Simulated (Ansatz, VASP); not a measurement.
# Two plane-wave programs on CsSb6

```
Cs Sb
1.0
     6.01448    0.00000    0.00000
     0.00000    6.01448    0.00000
     0.00000    0.00000    6.01448
Cs Sb
1 6
Cartesian
  0.0000 0.0000 0.0000
  1.1966 3.0072 3.0072
  3.0072 3.0072 4.8179
  3.0072 3.0072 1.1966
  3.0072 1.1966 3.0072
  3.0072 4.8179 3.0072
  4.8179 3.0072 3.0072
```

Change from the starting cell: species swapped into the GdB6 type (Pm-3m, No. 221).

Alike in both runs: task relaxation of cell and atoms; functional PBE; k mesh 4 × 4 × 4; occupations gaussian, width 0.1 eV; no spin polarisation.

|  | VASP | Ansatz |
| --- | --- | --- |
| version | VASP 6.6.1 | Ansatz 0.2.0 |
| potentials or method | VASP PAW PBE potentials, release 64 (Cs_sv, Sb), cutoff 600 eV | scalar-relativistic, plane waves, PAW |
| valence electrons in the cell | 39 | 99 |

|  | VASP | Ansatz | Ansatz less VASP |
| --- | --- | --- | --- |
| gap on the k mesh at the Fermi level, each at its own relaxed structure (eV) | none | none | - |
| relaxed volume (Å³/atom) | 57.30 | 57.58 | +0.280 |
| relaxed cell length with the largest relative difference (Å) | 7.375 | 7.387 | +0.0120 |

A gap of «none» marks a metal or a gap that the smearing closes. VASP's potentials hold 39 valence electrons a cell and Ansatz's 99, so a difference there can come from the potentials and not from the codes.

Spin-orbit coupling is off throughout. Noted on VASP's run: the volume moved by over 15 % at a fixed basis, so the end points are rough.
